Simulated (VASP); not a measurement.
# BP (I-4m2) in VASP: further runs

The runs below take BP through electric field gradients, with PBE.

Everything below comes from runs of VASP 6.6.1. Logs are shortened: lines on timing, memory, paths and dates and some standing lists are left out, and cuts for length are marked.

### 1 The cell of the first run

Symmetry: I-4m2, No. 119, tetragonal system. Conventional cell: a = 3.209 Å, b = 3.209 Å, c = 4.447 Å, α = 90.00°, β = 90.00°, γ = 90.00°. Within 2.6 Å of B (site symmetry -4m2) lie 4 P at 1.95 Å. P (site symmetry -4m2) has 4 B at 1.95 Å within 2.6 Å.

### 2 Electric field gradients, PBE (zz strain of -2 %)

Input file INCAR:

```
SYSTEM = BP
ALGO     = Normal         ! electronic algorithm
EDIFF    = 1E-8           ! SCF threshold, eV
ENCUT    = 520            ! plane-wave cutoff, eV
GGA      = PE             ! functional
ISIF     = 2              ! what is computed and relaxed
ISMEAR   = -1             ! smearing method
LASPH    = .True.         ! aspherical terms in the spheres
LCHARG   = .False.        ! write CHGCAR
LEFG     = .True.       
LREAL    = .False.        ! projectors in reciprocal space
LWAVE    = .False.        ! write WAVECAR
NBANDS   = 11             ! bands
NELM     = 80             ! most SCF steps
PREC     = Accurate       ! precision mode
SIGMA    = 0.05           ! smearing width, eV
```

Input file KPOINTS:

```
k-points
0
Gamma
  15 15 15
  0 0 0
```

Input file POSCAR:

```
BP
1.0
    0.0000000000      2.2690000000      2.2236200000
    2.2690000000      0.0000000000      2.2236200000
    2.2690000000      2.2690000000      0.0000000000
B P
1 1
Direct
    0.0000000000      0.0000000000      0.0000000000
    0.7500000000      0.7500000000      0.7500000000
```

Potentials or basis: VASP PAW PBE potentials, release 64 (B, P).

Command:

```sh
$ cat potpaw_PBE.64/B/POTCAR potpaw_PBE.64/P/POTCAR > POTCAR
$ mpirun -np 1 vasp_std > vasp.out
```

OUTCAR:

```text
SYSTEM = BP
   EDIFF = 1E-8
   ENCUT = 520
   GGA = PE
   ISIF = 2
   ISMEAR = -1
   LASPH = .True.
   LREAL = .False.
   NELM = 80
   PREC = Accurate

 ion  position               nearest neighbor table
   1  0.000  0.000  0.000-   2 1.95   2 1.95   2 1.95   2 1.95
   2  0.750  0.750  0.750-   1 1.95   1 1.95   1 1.95   1 1.95

  LATTYP: Found a body centered tetragonal cell.
 ALAT       =     3.2088505730
 C/A-ratio  =     1.3859292911

  Lattice vectors:

 A1 = (   0.0000000000,  -2.2690000000,  -2.2236200000)
 A2 = (   0.0000000000,   2.2690000000,  -2.2236200000)
 A3 = (   2.2690000000,   0.0000000000,   2.2236200000)

Analysis of symmetry for initial positions (statically):
=====================================================================
 Subroutine PRICEL returns:
 Original cell was already a primitive cell.

 Routine SETGRP: Setting up the symmetry group for a
 body centered tetragonal supercell.

 Subroutine GETGRP returns: Found  8 space group operations
 (whereof  8 operations were pure point group operations)
 out of a pool of 16 trial point group operations.

The static configuration has the point symmetry D_2d.

Analysis of symmetry for dynamics (positions and initial velocities):
=====================================================================
 Subroutine PRICEL returns:
 Original cell was already a primitive cell.

 Routine SETGRP: Setting up the symmetry group for a
 body centered tetragonal supercell.

 Subroutine GETGRP returns: Found  8 space group operations
 (whereof  8 operations were pure point group operations)
 out of a pool of 16 trial point group operations.

The dynamic configuration has the point symmetry D_2d.

 Subroutine INISYM returns: Found  8 space group operations
 (whereof  8 operations are pure point group operations),
 and found     1 'primitive' translations

----------------------------------------------------------------------------------------

                                     Primitive cell

  volume of cell :      22.8960

  direct lattice vectors                    reciprocal lattice vectors
     0.000000000  2.269000000  2.223620000    -0.220361393  0.220361393  0.224858564
     2.269000000  0.000000000  2.223620000     0.220361393 -0.220361393  0.224858564
     2.269000000  2.269000000  0.000000000     0.220361393  0.220361393 -0.224858564

  length of vectors
     3.176924126  3.176924126  3.208850573     0.384291114  0.384291114  0.384291114

  position of ions in fractional coordinates (direct lattice)
     0.000000000  0.000000000  0.000000000
     0.750000000  0.750000000  0.750000000

  ion indices of the primitive-cell ions
   primitive index   ion index
                 1           1
                 2           2

----------------------------------------------------------------------------------------

 KPOINTS: k-points

Automatic generation of k-mesh.
 Grid dimensions read from file:
 generate k-points for:   15   15   15

 Generating k-lattice:

  Cartesian coordinates                     Fractional coordinates (reciprocal lattice)
    -0.014690760  0.014690760  0.014990571     0.066666667  0.000000000  0.000000000
     0.014690760 -0.014690760  0.014990571     0.000000000  0.066666667  0.000000000
     0.014690760  0.014690760 -0.014990571     0.000000000  0.000000000  0.066666667

  Length of vectors
     0.025619408  0.025619408  0.025619408

  Shift w.r.t. Gamma in fractional coordinates (k-lattice)
     0.000000000  0.000000000  0.000000000

 Subroutine IBZKPT returns following result:
 ===========================================

 Found    288 irreducible k-points:

 Following reciprocal coordinates:
            Coordinates               Weight
  0.000000  0.000000  0.000000      1.000000
  0.066667  0.000000  0.000000      8.000000
  0.133333  0.000000  0.000000      8.000000
  0.200000  0.000000  0.000000      8.000000
  0.266667  0.000000  0.000000      8.000000
  0.333333  0.000000  0.000000      8.000000
[... 16 lines left out ...]
  0.133333  0.133333  0.000000      2.000000
  0.200000  0.133333  0.000000      8.000000
 [... further k-points ...]
   k-points           NKPTS =    288   k-points in BZ     NKDIM =    288   number of bands    NBANDS=     11
   number of dos      NEDOS =    301   number of ions     NIONS =      2
   total plane-waves  NPLWV =  13824
   dimension x,y,z NGX =    24 NGY =   24 NGZ =   24
   dimension x,y,z NGXF=    48 NGYF=   48 NGZF=   48
   ions per type =               1   1
   NGX,Y,Z   is equivalent  to a cutoff of  12.56, 12.56, 12.43 a.u.
   NGXF,Y,Z  is equivalent  to a cutoff of  25.12, 25.12, 24.87 a.u.
 SYSTEM =  BP
   PREC   = accura    normal or accurate (medium, high low for compatibility)
   ISTART =      0    job   : 0-new  1-cont  2-samecut
   ICHARG =      2    charge: 1-file 2-atom 10-const
   ISPIN  =      1    spin polarized calculation?
   LNONCOLLINEAR =      F non collinear calculations
   LSORBIT =      F    spin-orbit coupling
   LASPH  =      T    aspherical Exc in radial PAW
   ENCUT  =  520.0 eV  38.22 Ry    6.18 a.u.   5.91  5.91  5.97*2*pi/ulx,y,z
   NELM   =     80;   NELMIN=  2; NELMDL= -5     # of ELM steps
   EDIFF  = 0.1E-07   stopping-criterion for ELM
   LREAL  =      F    real-space projection
   EDIFFG = 0.1E-06   stopping-criterion for IOM
   NSW    =      0    number of steps for IOM
   IBRION =     -1    ionic relax: 0-MD 1-quasi-New 2-CG
   NFREE  =      0    steps in history (QN), initial steepest desc. (CG)
   ISIF   =      2    stress and relaxation
   ISYM   =      2    0-nonsym 1-usesym 2-fastsym
   POTIM  = 0.5000    time-step for ionic-motion
   TEBEG  =    0.0;   TEEND  =   0.0 temperature during run
   PSTRESS=    0.0 pullay stress
   NELECT =       8.0000    total number of electrons
   NUPDOWN=      -1.0000    fix difference up-down
   EMIN   =  10.00;   EMAX   =-10.00  energy-range for DOS
   EFERMI =   0.00;   METHOD = LEGACY
   ISMEAR =    -1;   SIGMA  =   0.05  broadening in eV -4-tet -1-fermi 0-gaus
   EFERMI_NEDOS =   21; number of points for ismear=-14 and -15
   IALGO  =     38    algorithm
   IMIX   =      4    mixing-type and parameters
     AMIX     =   0.40;   BMIX     =  1.00
     AMIX_MAG =   1.60;   BMIX_MAG =  1.00
  volume/ion in A,a.u.               =      11.45        77.25
  Fermi-wavevector in a.u.,A,eV,Ry     =   1.153059  2.178966 18.089568  1.329546
  Thomas-Fermi vector in A             =   2.289706
   LORBIT       =      0    0 simple, 1 ext, 2 COOP (PROOUT), +10 PAW based schemes
   GGA     = PE    functional components
   LHFCALC =     F    Hartree Fock is set to
   AEXX    =    0.0000 exact exchange contribution
   IVDW    =     0    specifies the selected vdW correction
   LEPSILON=     F    determine dielectric tensor
   LRPA    =     F    only Hartree local field effects (RPA)
 non-spin polarized calculation
  energy-cutoff  :      520.00
  volume of cell :       22.90
 maximum number of plane-waves:       632
   NGX = 11   NGY = 11   NGZ = 11

 number of electron       8.0000001 magnetization

 Free energy of the ion-electron system (eV)
  ---------------------------------------------------
  ext. energy  EPLUGINS =         0.00000000
  ---------------------------------------------------
  free energy    TOTEN  =       -12.91778779 eV

  energy without entropy =      -12.91778764  energy(sigma->0) =      -12.91778772

 E-fermi :   8.2389     XC(G=0): -10.9950

 val. band max:        7.8043048604   @ k =   0.0000   0.0000   0.0000
 cond. band min:       8.7111008692   @ k =   0.4000   0.4000   0.0000
 fundamental gap:      0.9067960088
 Fermi energy:         8.2389367707

 k-point     1 :       0.0000    0.0000    0.0000
  band No.  band energies     occupation
      1      -7.9680      2.00000
      2       7.6091      1.99999
      3       7.6091      1.99999
      4       7.8043      1.99966
      5      11.0310      0.00000
      6      11.1458      0.00000
      7      11.1458      0.00000
      8      15.3517      0.00000
      9      19.3255      0.00000
     10      19.5920      0.00000
     11      20.1177      0.00000
[... 309 lines left out ...]
 k-point    24 :       0.2000    0.1333    0.0000
  band No.  band energies     occupation
      1      -7.2217      2.00000
      2       5.0278      2.00000
      3       5.8423      2.00000
      4       6.3561      2.00000
      5      10.2759      0.00000
      6      13.4459      0.00000
      7      13.5743      0.00000
      8      14.9022      0.00000
      9      18.8631      0.00000
     10      20.1507      0.00000
     11      21.4860      0.00000

 [... further k-points ...]
[... 5 lines left out ...]
  --------------------------------------------------------------------------------------
  -------------------------------------------------------------------------------------
  Total        0.3680344      0.3680344      1.1331133      0.0000000     -0.0000000      0.0000000
  in kB       25.7536879     25.7536879     79.2910866      0.0000000     -0.0000000      0.0000000
  external PRESSURE =      43.5994875 kB  Pullay stress =       0.0000000 kB

 VOLUME and BASIS-vectors are now :
 -----------------------------------------------------------------------------
  energy-cutoff  :      520.00
  volume of cell :       22.90
      direct lattice vectors                 reciprocal lattice vectors
     0.000000000  2.269000000  2.223620000    -0.220361393  0.220361393  0.224858564
     2.269000000  0.000000000  2.223620000     0.220361393 -0.220361393  0.224858564
     2.269000000  2.269000000  0.000000000     0.220361393  0.220361393 -0.224858564

 POSITION                                       TOTAL-FORCE (eV/Angst)
 -----------------------------------------------------------------------------------
      0.00000      0.00000      0.00000        -0.000000     -0.000000      0.000000
      3.40350      3.40350      3.33543         0.000000      0.000000      0.000000
 -----------------------------------------------------------------------------------
    total drift:                               -0.000000     -0.000000      0.000000

  FREE ENERGIE OF THE ION-ELECTRON SYSTEM (eV)
  ---------------------------------------------------
  free  energy   TOTEN  =       -12.9177877946 eV

  energy  without entropy=      -12.9177876443  energy(sigma->0) =      -12.91778772

 Electric field gradients (V/A^2)
---------------------------------------------------------------------
 ion       V_xx      V_yy      V_zz      V_xy      V_xz      V_yz
---------------------------------------------------------------------
   1       0.058     0.058    -0.115     0.000     0.000     0.000
   2       0.421     0.421    -0.843    -0.000    -0.000    -0.000
---------------------------------------------------------------------

 Electric field gradients after diagonalization (V/A^2)
 (convention: |V_zz| > |V_xx| > |V_yy|)
----------------------------------------------------------------------
 ion       V_xx      V_yy      V_zz     asymmetry (V_yy - V_xx)/ V_zz
----------------------------------------------------------------------
   1       0.058     0.058    -0.115       0.001
   2       0.421     0.421    -0.843       0.000
----------------------------------------------------------------------

           NMR quadrupolar parameters

 Cq : quadrupolar parameter    Cq=e*Q*V_zz/h
 eta: asymmetry parameters     (V_yy - V_xx)/ V_zz
 Q  : nuclear electric quadrupole moment in mb (millibarn)
----------------------------------------------------------------------
 ion       Cq(MHz)       eta       Q (mb)
----------------------------------------------------------------------
   1      -0.000       0.001       1.000
   2      -0.002       0.000       1.000
----------------------------------------------------------------------
```

Wall time 34 s (1 thread of Intel Xeon 6975P-C, shared host); peak memory 0.19 GiB.

Results:

```
Free energy            : -12.9178 eV
Pressure               : 4.4 GPa
Band gap on the k mesh : 0.91 eV, indirect (least direct gap 3.23 eV)
```

Stress tensor (GPa, compression positive):
```
2.58 0.00 0.00
0.00 2.58 0.00
0.00 0.00 7.93
```

Levels at points of the mesh, in eV from the valence-band top:
```csv
k point,band 1,band 2,band 3,band 4,band 5,band 6,band 7,band 8,band 9
"(0.00, 0.00, 0.00)",-15.77,-0.20,-0.20,0.00,3.23,3.34,3.34,7.55,11.52
```

Electric field gradients, principal values (V/Å²):
```
atom  least  middle  greatest (by size)
 1 B  0.058   0.058              -0.115
 2 P  0.421   0.421              -0.843
```

Caveat: the cell differs from its parent crystal (zz strain of -2 %); without QUAD_EFG the Cq values of the log hold for a quadrupole moment of 1 mb, not for the nuclei. A k mesh can miss the band edges.

[end of part 1 of 3]
